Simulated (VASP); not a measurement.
# NaCl (Fm-3m) in VASP: notebook, part 2 of 2

VASP 6.6.1. The steps go on from the part before.

## 3. Single point, PBE (volume scaled by 1.040)

Contents of INCAR:

```
SYSTEM = NaCl
ALGO = Normal ; EDIFF = 1E-6
ENCUT = 520 ; GGA = PE
ISIF = 2 ; ISMEAR = 0
LASPH = .TRUE. ; LCHARG = .TRUE.
LELF = .TRUE. ; LREAL = .FALSE.
LVHAR = .TRUE. ; LWAVE = .FALSE.
NBANDS = 14 ; NELM = 80
PREC = Accurate ; SIGMA = 0.05
```

Contents of KPOINTS:

```
k-points
0
G
  8 8 8
  0 0 0
```

Contents of POSCAR:

```
NaCl
1.0
    0.0000000000      2.8854478107      2.8854478107
    2.8854478107      0.0000000000      2.8854478107
    2.8854478107      2.8854478107      0.0000000000
Na Cl
1 1
Direct
    0.0000000000      0.0000000000      0.0000000000
    0.5000000000      0.5000000000      0.5000000000
```

Potentials or basis: VASP PAW PBE potentials, release 64 (Na_pv, Cl).

Started as:

```
$ cat potpaw_PBE.64/Na_pv/POTCAR potpaw_PBE.64/Cl/POTCAR > POTCAR
$ mpirun -np 1 vasp_std > vasp.out
```

OUTCAR:

```text
SYSTEM = NaCl
   EDIFF = 1E-6
   ENCUT = 520
   GGA = PE
   ISIF = 2
   ISMEAR = 0
   LASPH = .TRUE.
   LREAL = .FALSE.
   NELM = 80
   PREC = Accurate

 ion  position               nearest neighbor table
   1  0.000  0.000  0.000-
   2  0.500  0.500  0.500-

  LATTYP: Found a face centered cubic cell.
 ALAT       =     5.7708956214

  Lattice vectors:

 A1 = (   0.0000000000,   2.8854478107,   2.8854478107)
 A2 = (   2.8854478107,   0.0000000000,   2.8854478107)
 A3 = (   2.8854478107,   2.8854478107,   0.0000000000)

Analysis of symmetry for initial positions (statically):
=====================================================================
 Subroutine PRICEL returns:
 Original cell was already a primitive cell.

 Routine SETGRP: Setting up the symmetry group for a
 face centered cubic supercell.

 Subroutine GETGRP returns: Found 48 space group operations
 (whereof 48 operations were pure point group operations)
 out of a pool of 48 trial point group operations.

The static configuration has the point symmetry O_h .

Analysis of symmetry for dynamics (positions and initial velocities):
=====================================================================
 Subroutine PRICEL returns:
 Original cell was already a primitive cell.

 Routine SETGRP: Setting up the symmetry group for a
 face centered cubic supercell.

 Subroutine GETGRP returns: Found 48 space group operations
 (whereof 48 operations were pure point group operations)
 out of a pool of 48 trial point group operations.

The dynamic configuration has the point symmetry O_h .

 Subroutine INISYM returns: Found 48 space group operations
 (whereof 48 operations are pure point group operations),
 and found     1 'primitive' translations

----------------------------------------------------------------------------------------

                                     Primitive cell

  volume of cell :      48.0474

  direct lattice vectors                    reciprocal lattice vectors
     0.000000000  2.885447811  2.885447811    -0.173283328  0.173283328  0.173283328
     2.885447811  0.000000000  2.885447811     0.173283328 -0.173283328  0.173283328
     2.885447811  2.885447811  0.000000000     0.173283328  0.173283328 -0.173283328

  length of vectors
     4.080639427  4.080639427  4.080639427     0.300135529  0.300135529  0.300135529

  position of ions in fractional coordinates (direct lattice)
     0.000000000  0.000000000  0.000000000
     0.500000000  0.500000000  0.500000000

  ion indices of the primitive-cell ions
   primitive index   ion index
                 1           1
                 2           2

----------------------------------------------------------------------------------------

 KPOINTS: k-points

Automatic generation of k-mesh.
 Grid dimensions read from file:
 generate k-points for:    8    8    8

 Generating k-lattice:

  Cartesian coordinates                     Fractional coordinates (reciprocal lattice)
    -0.021660416  0.021660416  0.021660416     0.125000000  0.000000000  0.000000000
     0.021660416 -0.021660416  0.021660416     0.000000000  0.125000000  0.000000000
     0.021660416  0.021660416 -0.021660416     0.000000000  0.000000000  0.125000000

  Length of vectors
     0.037516941  0.037516941  0.037516941

  Shift w.r.t. Gamma in fractional coordinates (k-lattice)
     0.000000000  0.000000000  0.000000000

 Subroutine IBZKPT returns following result:
 ===========================================

 Found     29 irreducible k-points:

 Following reciprocal coordinates:
            Coordinates               Weight
  0.000000  0.000000  0.000000      1.000000
  0.125000  0.000000  0.000000      8.000000
  0.250000  0.000000  0.000000      8.000000
  0.375000  0.000000  0.000000      8.000000
  0.500000  0.000000  0.000000      4.000000
  0.125000  0.125000  0.000000      6.000000
[... 16 lines left out ...]
  0.500000  0.250000  0.125000     48.000000
 -0.375000  0.250000  0.125000     24.000000
 [... further k-points ...]
   k-points           NKPTS =     29   k-points in BZ     NKDIM =     29   number of bands    NBANDS=     14
   number of dos      NEDOS =    301   number of ions     NIONS =      2
   total plane-waves  NPLWV =  27000
   dimension x,y,z NGX =    30 NGY =   30 NGZ =   30
   dimension x,y,z NGXF=    60 NGYF=   60 NGZF=   60
   ions per type =               1   1
   NGX,Y,Z   is equivalent  to a cutoff of  12.22, 12.22, 12.22 a.u.
   NGXF,Y,Z  is equivalent  to a cutoff of  24.44, 24.44, 24.44 a.u.
 SYSTEM =  NaCl
   PREC   = accura    normal or accurate (medium, high low for compatibility)
   ISTART =      0    job   : 0-new  1-cont  2-samecut
   ICHARG =      2    charge: 1-file 2-atom 10-const
   ISPIN  =      1    spin polarized calculation?
   LNONCOLLINEAR =      F non collinear calculations
   LSORBIT =      F    spin-orbit coupling
   LASPH  =      T    aspherical Exc in radial PAW
   ENCUT  =  520.0 eV  38.22 Ry    6.18 a.u.   7.59  7.59  7.59*2*pi/ulx,y,z
   NELM   =     80;   NELMIN=  2; NELMDL= -5     # of ELM steps
   EDIFF  = 0.1E-05   stopping-criterion for ELM
   LREAL  =      F    real-space projection
   EDIFFG = 0.1E-04   stopping-criterion for IOM
   NSW    =      0    number of steps for IOM
   IBRION =     -1    ionic relax: 0-MD 1-quasi-New 2-CG
   NFREE  =      0    steps in history (QN), initial steepest desc. (CG)
   ISIF   =      2    stress and relaxation
   ISYM   =      2    0-nonsym 1-usesym 2-fastsym
   POTIM  = 0.5000    time-step for ionic-motion
   TEBEG  =    0.0;   TEEND  =   0.0 temperature during run
   PSTRESS=    0.0 pullay stress
   NELECT =      14.0000    total number of electrons
   NUPDOWN=      -1.0000    fix difference up-down
   EMIN   =  10.00;   EMAX   =-10.00  energy-range for DOS
   EFERMI =   0.00;   METHOD = LEGACY
   ISMEAR =     0;   SIGMA  =   0.05  broadening in eV -4-tet -1-fermi 0-gaus
   EFERMI_NEDOS =   21; number of points for ismear=-14 and -15
   IALGO  =     38    algorithm
   IMIX   =      4    mixing-type and parameters
     AMIX     =   0.40;   BMIX     =  1.00
     AMIX_MAG =   1.60;   BMIX_MAG =  1.00
  volume/ion in A,a.u.               =      24.02       162.12
  Fermi-wavevector in a.u.,A,eV,Ry     =   1.085328  2.050972 16.026800  1.177937
  Thomas-Fermi vector in A             =   2.221439
   LORBIT       =      0    0 simple, 1 ext, 2 COOP (PROOUT), +10 PAW based schemes
   GGA     = PE    functional components
   LHFCALC =     F    Hartree Fock is set to
   AEXX    =    0.0000 exact exchange contribution
   IVDW    =     0    specifies the selected vdW correction
   LEPSILON=     F    determine dielectric tensor
   LRPA    =     F    only Hartree local field effects (RPA)
 non-spin polarized calculation
 Gauss-broadening in eV      SIGMA  =   0.05
  energy-cutoff  :      520.00
  volume of cell :       48.05
 maximum number of plane-waves:      1311
   NGX = 15   NGY = 15   NGZ = 15

 number of electron      13.9999997 magnetization

 Free energy of the ion-electron system (eV)
  ---------------------------------------------------
  ext. energy  EPLUGINS =         0.00000000
  ---------------------------------------------------
  free energy    TOTEN  =        -6.77300562 eV

  energy without entropy =       -6.77300562  energy(sigma->0) =       -6.77300562

 E-fermi :  -0.8691     XC(G=0):  -7.8764

 val. band max:       -1.1100715849   @ k =   0.0000   0.0000   0.0000
 cond. band min:       3.7434478371   @ k =   0.0000   0.0000   0.0000
 fundamental gap:      4.8535194219
 Fermi energy:        -0.8691220337

 k-point     1 :       0.0000    0.0000    0.0000
  band No.  band energies     occupation
      1     -22.0711      2.00000
      2     -22.0711      2.00000
      3     -22.0711      2.00000
      4     -13.6241      2.00000
      5      -1.1101      2.00000
      6      -1.1101      2.00000
      7      -1.1101      2.00000
      8       3.7434      0.00000
      9       9.9309      0.00000
     10       9.9309      0.00000
     11       9.9309      0.00000
     12      12.0050      0.00000
     13      12.0050      0.00000
     14      13.4968      0.00000
[... 377 lines left out ...]
      1     -22.0880      2.00000
      2     -22.0772      2.00000
      3     -22.0744      2.00000
      4     -13.3236      2.00000
      5      -2.5870      2.00000
      6      -1.7834      2.00000
      7      -1.4709      2.00000
      8       7.0390      0.00000
      9       8.1064      0.00000
     10       8.8911      0.00000
     11      10.3632      0.00000
     12      12.8819      0.00000
     13      14.0542      0.00000
     14      15.1393      0.00000

 [... further k-points ...]

------------------------ aborting loop because EDIFF is reached ----------------------------------------

  FORCE on cell =-STRESS in cart. coord.  units (eV):
  Direction    XX          YY          ZZ          XY          YZ          ZX
  --------------------------------------------------------------------------------------
  -------------------------------------------------------------------------------------
  Total       -0.2625010     -0.2625010     -0.2625010     -0.0000000      0.0000000     -0.0000000
  in kB       -8.7533004     -8.7533004     -8.7533004     -0.0000000      0.0000000     -0.0000000
  external PRESSURE =      -8.7533004 kB  Pullay stress =       0.0000000 kB

 VOLUME and BASIS-vectors are now :
 -----------------------------------------------------------------------------
  energy-cutoff  :      520.00
  volume of cell :       48.05
      direct lattice vectors                 reciprocal lattice vectors
     0.000000000  2.885447811  2.885447811    -0.173283328  0.173283328  0.173283328
     2.885447811  0.000000000  2.885447811     0.173283328 -0.173283328  0.173283328
     2.885447811  2.885447811  0.000000000     0.173283328  0.173283328 -0.173283328

 POSITION                                       TOTAL-FORCE (eV/Angst)
 -----------------------------------------------------------------------------------
      0.00000      0.00000      0.00000        -0.000000     -0.000000     -0.000000
      2.88545      2.88545      2.88545         0.000000      0.000000      0.000000
 -----------------------------------------------------------------------------------
    total drift:                                0.000000      0.000000      0.000000

  FREE ENERGIE OF THE ION-ELECTRON SYSTEM (eV)
  ---------------------------------------------------
  free  energy   TOTEN  =        -6.7730056212 eV

  energy  without entropy=       -6.7730056212  energy(sigma->0) =       -6.77300562
```

OSZICAR:

```text
N       E                     dE             d eps       ncg     rms          rms(c)
DAV:   1     0.999515648479E+02    0.99952E+02   -0.69511E+03   818   0.989E+02
DAV:   2     0.168139304350E+01   -0.98270E+02   -0.90345E+02   900   0.263E+02
DAV:   3    -0.683897907880E+01   -0.85204E+01   -0.84721E+01  1022   0.717E+01
DAV:   4    -0.698311263425E+01   -0.14413E+00   -0.14406E+00   986   0.103E+01
DAV:   5    -0.698651835927E+01   -0.34057E-02   -0.34056E-02  1024   0.156E+00    0.214E+00
DAV:   6    -0.677888330770E+01    0.20764E+00   -0.35525E-01  1016   0.328E+00    0.158E+00
DAV:   7    -0.676675262858E+01    0.12131E-01   -0.83612E-02  1108   0.160E+00    0.108E+00
DAV:   8    -0.677297030625E+01   -0.62177E-02   -0.10876E-02   902   0.864E-01    0.292E-01
DAV:   9    -0.677286592025E+01    0.10439E-03   -0.21823E-04  1034   0.111E-01    0.174E-01
DAV:  10    -0.677302035759E+01   -0.15444E-03   -0.42865E-04   938   0.142E-01    0.802E-02
DAV:  11    -0.677300610869E+01    0.14249E-04   -0.22684E-05  1046   0.392E-02    0.225E-02
DAV:  12    -0.677300562116E+01    0.48753E-06   -0.36492E-06   980   0.151E-02
   1 F= -.67730056E+01 E0= -.67730056E+01  d E =-.136258E-13
```

stdout:

```text
POSCAR found type information on POSCAR NaCl
 POSCAR found :  2 types and       2 ions
 scaLAPACK will be used
 LDA part: xc-table for (Slater+PW92), standard interpolation
 POSCAR, INCAR and KPOINTS ok, starting setup
 FFT: planning ... GRIDC
 FFT: planning ... GRID_SOFT
 FFT: planning ... GRID
 WAVECAR not read
 entering main loop
```

Run time: 14 s. Hardware: 1 thread of Intel Xeon Platinum 8375C at 2.90GHz (Ice Lake), shared host; peak memory 0.16 GiB.

What came out:

- Free energy: -6.7730 eV
- Pressure: -0.9 GPa
- Band gap on the k mesh: 4.85 eV, direct

 A k mesh can miss the band edges.
